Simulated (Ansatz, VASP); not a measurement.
**HfB2 in VASP and in Ansatz**

Contents of INCAR:

```
PREC = Accurate
ENCUT = 420
EDIFF = 1E-8
ISMEAR = -1
SIGMA = 0.05
LREAL = F
LASPH = T
NELM = 120
ALGO = Normal
ISIF = 2
LWAVE = F
LCHARG = F
GGA = PS
LEFG = T
NBANDS = 15
GGA_COMPAT = F
```

KPOINTS

```
Automatic mesh
0
Gamma
  13 13 11
```

POSCAR

```
HfB2
1.0
    3.0772000985      0.0000000000      0.0000000000
   -1.5386000493      2.6649334578      0.0000000000
    0.0000000000      0.0000000000      3.4800000000
Hf B
1 2
Direct
    0.0000000000      0.0000000000      0.0000000000
    0.3333333333      0.6666666667      0.5000000000
    0.6666666667      0.3333333333      0.5000000000
```

Input for Ansatz:

```yaml
crystal:
  lattice:
    - [3.0772000985, 0.0, 0.0]
    - [-1.5386000493, 2.6649334578, 0.0]
    - [0.0, 0.0, 3.48]
  atoms:
    - { symbol: Hf, position: [0.0, 0.0, 0.0] }
    - { symbol: B, position: [0.3333333333, 0.6666666667, 0.5] }
    - { symbol: B, position: [0.6666666667, 0.3333333333, 0.5] }
kpoints:
  mp_grid: { grid: [13, 13, 11] }
scf:
  occupations: { method: fermi_dirac, width: 0.05 }
hamiltonian:
  xc: pbesol
  pseudopotentials: { kind: all_electron, datasets: crystal }
output:
  forces: true
  stress: true
  eigenvalues: true
  efg: { contact_densities: true }
```

Change from the starting cell: equal xx and yy strain of -2 %, crystal datasets.

Alike in both runs: task electric field gradients; functional PBEsol; k mesh 13 × 13 × 11; occupations fermi-dirac, width 0.05 eV; no spin polarisation.

|  | VASP | Ansatz |
| --- | --- | --- |
| version | VASP 6.6.1 | Ansatz 0.2.0 |
| potentials or method | VASP PAW PBE potentials, release 64 (Hf_pv, B), cutoff 420 eV | all-electron PAW with datasets made for the crystal, scalar-relativistic |

VASP gave:

```
size of Vzz on the site where it differs most (V/Å²) : 86.7
```

Problem. What did Ansatz give for the same quantities?

Solution. Size of Vzz on the site where it differs most (V/Å²): 123.6.

VASP's potentials were made for PBE, not for PBEsol. Ansatz ran all-electron here, and VASP with PAW potentials.

Spin-orbit coupling is off throughout.
